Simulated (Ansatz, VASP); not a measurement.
**ScSbTe in VASP and in Ansatz**

File POSCAR:

```
ScSbTe
1.0
    0.0000000000      4.2533000000      0.0000000000
    4.2533000000      0.0000000000      0.0000000000
    2.1266500000      2.1266500000     -8.8313040000
Sb Te Sc
2 2 2
Direct
    0.5000000000      0.0000000000      0.0000000000
    0.0000000000      0.5000000000      0.0000000000
    0.3095000000      0.3095000000      0.3810000000
    0.6905000000      0.6905000000      0.6190000000
    0.1145000000      0.1145000000      0.7710000000
    0.8855000000      0.8855000000      0.2290000000
```

File INCAR.step1:

```
SYSTEM = ScSbTe
  PREC = Accurate
  ENCUT = 520
  ISMEAR = -1
  SIGMA = 0.1
  LREAL = .False.
  LASPH = .True.
  NELM = 60
  NBANDS = 31
  GGA = PE
  ALGO = Normal
  EDIFF = 1E-4
  LWAVE = .True.
  LCHARG = .False.
```

The input INCAR.step2:

```
SYSTEM = ScSbTe
  PREC = Accurate
  ENCUT = 520
  EDIFF = 1E-7
  ISMEAR = -1
  SIGMA = 0.1
  LREAL = .False.
  LASPH = .True.
  NELM = 60
  ALGO = Normal
  ISIF = 2
  LWAVE = .False.
  LCHARG = .False.
  METAGGA = R2SCAN
  LMIXTAU = .True.
  NBANDS = 31
  ISTART = 1
```

Contents of KPOINTS:

```
regular mesh
0
Gamma
  8 8 8
  0 0 0
```

Input for Ansatz:

```yaml
crystal:
  lattice:
    - [0.0, 4.2533, 0.0]
    - [4.2533, 0.0, 0.0]
    - [2.12665, 2.12665, -8.831304]
  atoms:
    - { symbol: Sb, position: [0.5, 0.0, 0.0] }
    - { symbol: Sb, position: [0.0, 0.5, 0.0] }
    - { symbol: Te, position: [0.3095, 0.3095, 0.381] }
    - { symbol: Te, position: [0.6905, 0.6905, 0.619] }
    - { symbol: Sc, position: [0.1145, 0.1145, 0.771] }
    - { symbol: Sc, position: [0.8855, 0.8855, 0.229] }
  symmetry: { tolerance: 0.0003 }
kpoints:
  mp_grid: { grid: [8, 8, 8], shift: [0, 0, 0] }
  band_path:
    path:
      - [0.0, 0.0, 0.0]
      - [0.5, 0.5, 0.5]
      - [0.5, 0.5, 0.25]
      - [0.0, 0.5, 0.0]
      - [0.0, 0.0, 0.0]
      - [0.0, 0.0, -0.5]
      - [0.0, 0.47100572, -0.26449714]
      - [0.0, 0.52899428, 0.26449714]
      - [0.0, 0.0, 0.0]
      - [0.5, 0.5, 0.5]
      - [0.47100572, 0.52899428, 0.5]
    npoints: 6
magnetization:
  spin_polarized: false
scf:
  occupations: { method: fermi_dirac }
  lower_state_search: "off"
  max_iter: 200
hamiltonian:
  pseudopotentials: { kind: paw }
  xc: r2scan
basis:
  ecutwfc: 500
  fft_grid_basis: typed
output:
  forces: true
  stress: true
  eigenvalues: true
  bader: true
  populations: true
  elf: true
  write_potential: true
  volumetric_format: npy
  dos:
    e_range: [-12, 8]
    de: 0.05
    projected: { site_lists: { Sb: [Sb], Sc: [Sc], Te: [Te] } }
checkpoint:
  read: saved_state
```

Alike in both runs: task single point; functional r2SCAN; k mesh 8 × 8 × 8; no spin polarisation.

|  | VASP | Ansatz |
| --- | --- | --- |
| version | VASP 6.6.1 | Ansatz 0.2.0 |
| potentials or method | VASP PAW PBE potentials, release 64 (Sb, Te, Sc_sv), cutoff 520 eV | PAW plane waves |
| occupations | fermi-dirac, width 0.1 eV | fermi-dirac |
| valence electrons in the cell | 44 | 84 |

Ansatz gave:

| Property | Result |
| --- | --- |
| pressure (GPa) | -0.2 |
| traceless stress, the component that is largest in VASP (GPa) | 1.78 |
| rms of the force components (eV/Å) | 0.795 |

**Question.** What did VASP give for the same quantities?

**Answer.** Pressure (GPa): 0.0; traceless stress, the component that is largest in VASP (GPa): 1.79; rms of the force components (eV/Å): 0.811.

VASP's potentials were made for PBE, not for r2SCAN. Atom by atom the forces differ by 0.016 eV/Å (rms over components). VASP's potentials hold 44 valence electrons a cell and Ansatz's 84, so a difference there can come from the potentials and not from the codes.

Neither program's run includes spin-orbit coupling.
